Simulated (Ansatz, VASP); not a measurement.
# SbP5 in VASP and in Ansatz

File INCAR:

```
  ALGO = Normal
  EDIFF = 1E-6
  EDIFFG = -0.04
  ENCUT = 600
  GGA = PE
  IBRION = 2
  ISIF = 3
  ISMEAR = 0
  LASPH = T
  LCHARG = F
  LREAL = F
  LWAVE = F
  NELM = 60
  NSW = 90
  PREC = Accurate
  SIGMA = 0.1
```

Contents of KPOINTS:

```
k-points
0
Gamma
  4 4 4
```

The input POSCAR:

```
SbP5
1.0
    0.0000000000      3.9398576900      3.9398576900
    3.9398576900      0.0000000000      3.9398576900
    3.9398576900      3.9398576900      0.0000000000
Sb P
1 5
Direct
    0.0000000000      0.0000000000      0.0000000000
    0.2500000000      0.2500000000      0.2500000000
    0.6237722100      0.1286833600      0.6237722100
    0.6237722100      0.6237722100      0.1286833600
    0.6237722100      0.6237722100      0.6237722100
    0.1286833600      0.6237722100      0.6237722100
```

Input for Ansatz:

```yaml
crystal:
  lattice:
    - [0.0, 3.93985769, 3.93985769]
    - [3.93985769, 0.0, 3.93985769]
    - [3.93985769, 3.93985769, 0.0]
  atoms:
    - { symbol: Sb, position: [0.0, 0.0, 0.0] }
    - { symbol: P, position: [0.25, 0.25, 0.25] }
    - { symbol: P, position: [0.62377221, 0.12868336, 0.62377221] }
    - { symbol: P, position: [0.62377221, 0.62377221, 0.12868336] }
    - { symbol: P, position: [0.62377221, 0.62377221, 0.62377221] }
    - { symbol: P, position: [0.12868336, 0.62377221, 0.62377221] }
basis:
  ecutwfc: 420
kpoints:
  mp_grid: { grid: [4, 4, 4] }
hamiltonian:
  xc: pbe
scf:
  occupations: { method: gaussian, width: 0.1 }
  lower_state_search: "off"
output:
  forces: true
  stress: true
  eigenvalues: true
relax:
  adjacent_minimum: "off"
  f_tol: 0.04
  max_steps: 70
  cell: { stress_tol: 0.4 }
```

Change from the starting cell: species swapped into the TbCu5 type (F-43m, No. 216).

Alike in both runs: task relaxation of cell and atoms; functional PBE; k mesh 4 × 4 × 4; occupations gaussian, width 0.1 eV; no spin polarisation.

```csv
,VASP,Ansatz
version,VASP 6.6.1,Ansatz 0.2.0
potentials or method,"VASP PAW PBE potentials, release 64 (Sb, P), cutoff 600 eV","scalar-relativistic, plane waves, PAW"
valence electrons in the cell,30,40
```

VASP gave:

```
gap on the k mesh at the Fermi level, each at its own relaxed structure (eV) : none
relaxed volume (Å³/atom)                                                     : 18.09
relaxed cell length with the largest relative difference (Å)                 : 5.355
```

**Question.** Which values does Ansatz return?

**Answer.** gap on the k mesh at the Fermi level, each at its own relaxed structure (eV): none; relaxed volume (Å³/atom): 18.11; relaxed cell length with the largest relative difference (Å): 5.356.

A gap of «none» marks a metal or a gap that the smearing closes. VASP's potentials hold 30 valence electrons a cell and Ansatz's 40, so a difference there can come from the potentials and not from the codes.

Neither program's run includes spin-orbit coupling.
